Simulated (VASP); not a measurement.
# Al2VSe4 (Fd-3m) in VASP: single point with PBEsol

Aim: the single point of Al2VSe4 with PBEsol.

Program: VASP 6.6.1. These are calculated values, not measurements. Logs are shortened: lines on timing, memory, paths and dates and some standing lists are left out, and cuts for length are marked.

## Step 1: The cell of the first run

It takes space group Fd-3m (No. 227, cubic). The conventional cell has a = 10.532 Å, b = 10.532 Å, c = 10.532 Å, α = 90.00°, β = 90.00°, γ = 90.00°. Al (site symmetry -3m) has 6 Se at 2.58 Å within 3.4 Å. Within 3.1 Å of V (site symmetry -43m) lie 4 Se at 2.38 Å. Within 3.1 Å of Se (site symmetry 3m) lie 1 V at 2.38 Å and 3 Al at 2.58 Å.

## Step 2: Single point, PBEsol

File INCAR:

```
PREC = Accurate
ENCUT = 520
EDIFF = 1E-6
ISMEAR = -1
SIGMA = 0.1
LREAL = False
LASPH = True
NELM = 60
ALGO = Normal
ISIF = 2
LWAVE = False
LCHARG = False
GGA = PS
NBANDS = 56
```

File KPOINTS:

```
Automatic mesh
0
Gamma
  6 6 6
```

File POSCAR:

```
Al2VSe4
1.0
    0.0000000000      5.2660227648      5.2660227648
    5.2660227648      0.0000000000      5.2660227648
    5.2660227648      5.2660227648      0.0000000000
Al V Se
4 2 8
Direct
    0.0000000000      0.0000000000      0.0000000000
    0.5000000000      0.0000000000      0.0000000000
    0.0000000000      0.0000000000      0.5000000000
    0.0000000000      0.5000000000      0.0000000000
    0.3750000000      0.3750000000      0.3750000000
    0.6250000000      0.6250000000      0.6250000000
    0.2444988381      0.2444988381      0.2444988381
    0.2334965144      0.7555011619      0.7555011619
    0.2444988381      0.2444988381      0.7665034856
    0.7555011619      0.2334965144      0.7555011619
    0.7665034856      0.2444988381      0.2444988381
    0.7555011619      0.7555011619      0.7555011619
    0.2444988381      0.7665034856      0.2444988381
    0.7555011619      0.7555011619      0.2334965144
```

Potentials or basis: VASP PAW PBE potentials, release 64 (Al, V_sv, Se).

On the command line:

```console
$ cat potpaw_PBE.64/Al/POTCAR potpaw_PBE.64/V_sv/POTCAR potpaw_PBE.64/Se/POTCAR > POTCAR
$ mpirun -np 1 vasp_std > vasp.out
```

OUTCAR:

```text
PREC = Accurate
   ENCUT = 520
   EDIFF = 1E-6
   ISMEAR = -1
   LREAL = False
   LASPH = True
   NELM = 60
   ISIF = 2
   GGA = PS

 ion  position               nearest neighbor table
   1  0.000  0.000  0.000-   8 2.58   9 2.58  10 2.58  11 2.58  13 2.58  14 2.58
   2  0.500  0.000  0.000-   7 2.58  12 2.58   9 2.58  14 2.58  13 2.58  10 2.58
   3  0.000  0.000  0.500-   7 2.58  12 2.58  10 2.58  11 2.58   8 2.58  13 2.58
   4  0.000  0.500  0.000-   7 2.58  12 2.58   9 2.58  14 2.58   8 2.58  11 2.58
   5  0.375  0.375  0.375-   9 2.38  11 2.38  13 2.38   7 2.38
   6  0.625  0.625  0.625-   8 2.38  10 2.38  14 2.38  12 2.38
   7  0.244  0.244  0.244-   5 2.38   3 2.58   4 2.58   2 2.58
   8  0.233  0.756  0.756-   6 2.38   1 2.58   3 2.58   4 2.58
   9  0.244  0.244  0.767-   5 2.38   1 2.58   4 2.58   2 2.58
  10  0.756  0.233  0.756-   6 2.38   1 2.58   3 2.58   2 2.58
  11  0.767  0.244  0.244-   5 2.38   1 2.58   3 2.58   4 2.58
  12  0.756  0.756  0.756-   6 2.38   3 2.58   4 2.58   2 2.58
  13  0.244  0.767  0.244-   5 2.38   1 2.58   3 2.58   2 2.58
  14  0.756  0.756  0.233-   6 2.38   1 2.58   4 2.58   2 2.58

  LATTYP: Found a face centered cubic cell.
 ALAT       =    10.5320455296

  Lattice vectors:

 A1 = (   0.0000000000,   5.2660227648,   5.2660227648)
 A2 = (   5.2660227648,   0.0000000000,   5.2660227648)
 A3 = (   5.2660227648,   5.2660227648,   0.0000000000)

Analysis of symmetry for initial positions (statically):
=====================================================================
 Subroutine PRICEL returns:
 Original cell was already a primitive cell.

 Routine SETGRP: Setting up the symmetry group for a
 face centered cubic supercell.

 Subroutine GETGRP returns: Found 48 space group operations
 (whereof 12 operations were pure point group operations)
 out of a pool of 48 trial point group operations.

The static configuration has the point symmetry D_3d.
 The point group associated with its full space group is O_h .

Analysis of symmetry for dynamics (positions and initial velocities):
=====================================================================
 Subroutine PRICEL returns:
 Original cell was already a primitive cell.

 Routine SETGRP: Setting up the symmetry group for a
 face centered cubic supercell.

 Subroutine GETGRP returns: Found 48 space group operations
 (whereof 12 operations were pure point group operations)
 out of a pool of 48 trial point group operations.

The dynamic configuration has the point symmetry D_3d.
 The point group associated with its full space group is O_h .

 Subroutine INISYM returns: Found 48 space group operations
 (whereof 12 operations are pure point group operations),
 and found     1 'primitive' translations

----------------------------------------------------------------------------------------

                                     Primitive cell

  volume of cell :     292.0641

  direct lattice vectors                    reciprocal lattice vectors
     0.000000000  5.266022765  5.266022765    -0.094948317  0.094948317  0.094948317
     5.266022765  0.000000000  5.266022765     0.094948317 -0.094948317  0.094948317
     5.266022765  5.266022765  0.000000000     0.094948317  0.094948317 -0.094948317

  length of vectors
     7.447280814  7.447280814  7.447280814     0.164455310  0.164455310  0.164455310

  position of ions in fractional coordinates (direct lattice)
     0.000000000  0.000000000  0.000000000
     0.500000000  0.000000000  0.000000000
     0.000000000  0.000000000  0.500000000
     0.000000000  0.500000000  0.000000000
     0.375000000  0.375000000  0.375000000
     0.625000000  0.625000000  0.625000000
     0.244498838  0.244498838  0.244498838
     0.233496514  0.755501162  0.755501162
     0.244498838  0.244498838  0.766503486
     0.755501162  0.233496514  0.755501162
     0.766503486  0.244498838  0.244498838
     0.755501162  0.755501162  0.755501162
     0.244498838  0.766503486  0.244498838
     0.755501162  0.755501162  0.233496514

  ion indices of the primitive-cell ions
   primitive index   ion index
                 1           1
                 2           2
                 3           3
                 4           4
                 5           5
                 6           6
                 7           7
                 8           8
                 9           9
                10          10
                11          11
                12          12
                13          13
                14          14

----------------------------------------------------------------------------------------

 KPOINTS: Automatic mesh

Automatic generation of k-mesh.
 Grid dimensions read from file:
 generate k-points for:    6    6    6

 Generating k-lattice:

  Cartesian coordinates                     Fractional coordinates (reciprocal lattice)
    -0.015824720  0.015824720  0.015824720     0.166666667  0.000000000  0.000000000
     0.015824720 -0.015824720  0.015824720     0.000000000  0.166666667  0.000000000
     0.015824720  0.015824720 -0.015824720     0.000000000  0.000000000  0.166666667

  Length of vectors
     0.027409218  0.027409218  0.027409218

  Shift w.r.t. Gamma in fractional coordinates (k-lattice)
     0.000000000  0.000000000  0.000000000

 Subroutine IBZKPT returns following result:
 ===========================================

 Found     16 irreducible k-points:

 Following reciprocal coordinates:
            Coordinates               Weight
  0.000000  0.000000  0.000000      1.000000
  0.166667  0.000000  0.000000      8.000000
  0.333333  0.000000  0.000000      8.000000
  0.500000  0.000000  0.000000      4.000000
  0.166667  0.166667  0.000000      6.000000
  0.333333  0.166667  0.000000     24.000000
[... 8 lines left out ...]
 -0.333333  0.333333  0.166667     24.000000
 -0.333333  0.500000  0.166667     12.000000
   k-points           NKPTS =     16   k-points in BZ     NKDIM =     16   number of bands    NBANDS=     56
   number of dos      NEDOS =    301   number of ions     NIONS =     14
   total plane-waves  NPLWV = 175616
   dimension x,y,z NGX =    56 NGY =   56 NGZ =   56
   dimension x,y,z NGXF=   112 NGYF=  112 NGZF=  112
   ions per type =               4   2   8
   NGX,Y,Z   is equivalent  to a cutoff of  12.50, 12.50, 12.50 a.u.
   NGXF,Y,Z  is equivalent  to a cutoff of  25.00, 25.00, 25.00 a.u.
 SYSTEM =  unknown system
   PREC   = accura    normal or accurate (medium, high low for compatibility)
   ISTART =      0    job   : 0-new  1-cont  2-samecut
   ICHARG =      2    charge: 1-file 2-atom 10-const
   ISPIN  =      1    spin polarized calculation?
   LNONCOLLINEAR =      F non collinear calculations
   LSORBIT =      F    spin-orbit coupling
   LASPH  =      T    aspherical Exc in radial PAW
   ENCUT  =  520.0 eV  38.22 Ry    6.18 a.u.  13.85 13.85 13.85*2*pi/ulx,y,z
   NELM   =     60;   NELMIN=  2; NELMDL= -5     # of ELM steps
   EDIFF  = 0.1E-05   stopping-criterion for ELM
   LREAL  =      F    real-space projection
   EDIFFG = 0.1E-04   stopping-criterion for IOM
   NSW    =      0    number of steps for IOM
   IBRION =     -1    ionic relax: 0-MD 1-quasi-New 2-CG
   NFREE  =      0    steps in history (QN), initial steepest desc. (CG)
   ISIF   =      2    stress and relaxation
   ISYM   =      2    0-nonsym 1-usesym 2-fastsym
   POTIM  = 0.5000    time-step for ionic-motion
   TEBEG  =    0.0;   TEEND  =   0.0 temperature during run
   PSTRESS=    0.0 pullay stress
   NELECT =      86.0000    total number of electrons
   NUPDOWN=      -1.0000    fix difference up-down
   EMIN   =  10.00;   EMAX   =-10.00  energy-range for DOS
   EFERMI =   0.00;   METHOD = LEGACY
   ISMEAR =    -1;   SIGMA  =   0.10  broadening in eV -4-tet -1-fermi 0-gaus
   EFERMI_NEDOS =   21; number of points for ismear=-14 and -15
   IALGO  =     38    algorithm
   IMIX   =      4    mixing-type and parameters
     AMIX     =   0.40;   BMIX     =  1.00
     AMIX_MAG =   1.60;   BMIX_MAG =  1.00
  volume/ion in A,a.u.               =      20.86       140.78
  Fermi-wavevector in a.u.,A,eV,Ry     =   1.089135  2.058166 16.139426  1.186214
  Thomas-Fermi vector in A             =   2.225331
   LORBIT       =      0    0 simple, 1 ext, 2 COOP (PROOUT), +10 PAW based schemes
   GGA     = PS    functional components
   LHFCALC =     F    Hartree Fock is set to
   AEXX    =    0.0000 exact exchange contribution
   IVDW    =     0    specifies the selected vdW correction
   LEPSILON=     F    determine dielectric tensor
   LRPA    =     F    only Hartree local field effects (RPA)
 non-spin polarized calculation
  energy-cutoff  :      520.00
  volume of cell :      292.06
 maximum number of plane-waves:      7896
   NGX = 27   NGY = 27   NGZ = 27

 number of electron      86.0000015 magnetization

 Free energy of the ion-electron system (eV)
  ---------------------------------------------------
  ext. energy  EPLUGINS =         0.00000000
  ---------------------------------------------------
  free energy    TOTEN  =       -74.34036999 eV

  energy without entropy =      -73.94261233  energy(sigma->0) =      -74.14149116

 E-fermi :   5.6777     XC(G=0):  -9.9537

 val. band max:        5.6642452881   @ k =   0.3333   0.1667   0.0000
 cond. band min:       5.6985286342   @ k =   0.3333   0.3333   0.0000
 fundamental gap:      0.0342833461
 Fermi energy:         5.6777338183

 k-point     1 :       0.0000    0.0000    0.0000
  band No.  band energies     occupation
      1     -58.7020      2.00000
      2     -58.7020      2.00000
      3     -32.7072      2.00000
      4     -32.7072      2.00000
      5     -32.7072      2.00000
      6     -32.7068      2.00000
[... 47 lines left out ...]
     54       7.7897      0.00000
     55       8.4158      0.00000

 k-point     2 :       0.1667    0.0000    0.0000
  band No.  band energies     occupation
      1     -58.7020      2.00000
      2     -58.7020      2.00000
      3     -32.7072      2.00000
      4     -32.7072      2.00000
      5     -32.7072      2.00000
      6     -32.7068      2.00000
[... 47 lines left out ...]
     54       7.7613      0.00000
     55       8.3586      0.00000

 k-point     3 :       0.3333    0.0000    0.0000
  band No.  band energies     occupation
      1     -58.7020      2.00000
      2     -58.7020      2.00000
      3     -32.7072      2.00000
      4     -32.7072      2.00000
      5     -32.7072      2.00000
      6     -32.7068      2.00000
[... 688 lines left out ...]
 k-point    15 :      -0.3333    0.3333    0.1667
  band No.  band energies     occupation
      1     -58.7020      2.00000
      2     -58.7020      2.00000
      3     -32.7073      2.00000
      4     -32.7073      2.00000
      5     -32.7071      2.00000
      6     -32.7069      2.00000
[... 47 lines left out ...]
     54       8.4992      0.00000
     55       9.4874      0.00000

 k-point    16 :      -0.3333    0.5000    0.1667
  band No.  band energies     occupation
      1     -58.7020      2.00000
      2     -58.7020      2.00000
      3     -32.7073      2.00000
      4     -32.7073      2.00000
      5     -32.7070      2.00000
      6     -32.7070      2.00000
[... 47 lines left out ...]
     54       8.5529      0.00000
     55       9.7285      0.00000
 [bands above 55 left out]

------------------------ aborting loop because EDIFF is reached ----------------------------------------

  FORCE on cell =-STRESS in cart. coord.  units (eV):
  Direction    XX          YY          ZZ          XY          YZ          ZX
  --------------------------------------------------------------------------------------
  -------------------------------------------------------------------------------------
  Total        0.2774815      0.2774815      0.2774815      0.0000000     -0.0000000      0.0000000
  in kB        1.5221813      1.5221813      1.5221813      0.0000000     -0.0000000      0.0000000
  external PRESSURE =       1.5221813 kB  Pullay stress =       0.0000000 kB

 VOLUME and BASIS-vectors are now :
 -----------------------------------------------------------------------------
  energy-cutoff  :      520.00
  volume of cell :      292.06
      direct lattice vectors                 reciprocal lattice vectors
     0.000000000  5.266022765  5.266022765    -0.094948317  0.094948317  0.094948317
     5.266022765  0.000000000  5.266022765     0.094948317 -0.094948317  0.094948317
     5.266022765  5.266022765  0.000000000     0.094948317  0.094948317 -0.094948317

 POSITION                                       TOTAL-FORCE (eV/Angst)
 -----------------------------------------------------------------------------------
      0.00000      0.00000      0.00000         0.000000      0.000000     -0.000000
      0.00000      2.63301      2.63301        -0.000000      0.000000     -0.000000
      2.63301      2.63301      0.00000        -0.000000      0.000000     -0.000000
      2.63301      0.00000      2.63301        -0.000000      0.000000     -0.000000
      3.94952      3.94952      3.94952        -0.000000      0.000000     -0.000000
      6.58253      6.58253      6.58253         0.000000      0.000000     -0.000000
      2.57507      2.57507      2.57507        -0.001008     -0.001008     -0.001008
      7.95697      5.20808      5.20808         0.001008     -0.001008     -0.001008
      5.32396      5.32396      2.57507         0.001008      0.001008     -0.001008
      5.20808      7.95697      5.20808        -0.001008      0.001008     -0.001008
      2.57507      5.32396      5.32396        -0.001008      0.001008      0.001008
      7.95697      7.95697      7.95697         0.001008      0.001008      0.001008
      5.32396      2.57507      5.32396         0.001008     -0.001008      0.001008
      5.20808      5.20808      7.95697        -0.001008     -0.001008      0.001008
 -----------------------------------------------------------------------------------
    total drift:                               -0.000000      0.000000      0.000000

  FREE ENERGIE OF THE ION-ELECTRON SYSTEM (eV)
  ---------------------------------------------------
  free  energy   TOTEN  =       -74.3403699888 eV

  energy  without entropy=      -73.9426123314  energy(sigma->0) =      -74.14149116
```

It took 6.3 min on 1 thread of Intel Xeon Platinum 8259CL at 2.50GHz (Skylake/Cascade Lake), shared host; peak memory 0.56 GiB.

Results:

```yaml
Free_energy: -74.3404 eV
Pressure: 0.2 GPa
Band_gap_on_the_k_mesh: zero (bands 43 and 44 overlap by 0.40 eV)
```

Levels at points of the mesh, in eV from the Fermi level:
| k point | band 41 | band 42 | band 43 | band 44 | band 45 | band 46 |
| --- | --- | --- | --- | --- | --- | --- |
| (0.00, 0.00, 0.00) | -0.58 | -0.58 | -0.58 | -0.16 | -0.16 | 0.08 |
| (0.50, 0.00, 0.00) | -0.26 | -0.25 | -0.25 | -0.05 | 0.17 | 0.17 |
| (0.50, 0.50, 0.00) | -0.46 | -0.46 | 0.22 | 0.22 | 0.42 | 0.42 |

Caveat: the PAW data sets were made with another functional, which shifts forces and pressure a little; the run has no spin polarisation, though such a crystal can be magnetic. With open d or f shells a metallic result of PBEsol can be an artefact of self-interaction; +U or a hybrid may open a gap.

The gap in the log of VASP goes by the Fermi energy; the results here count the filled bands.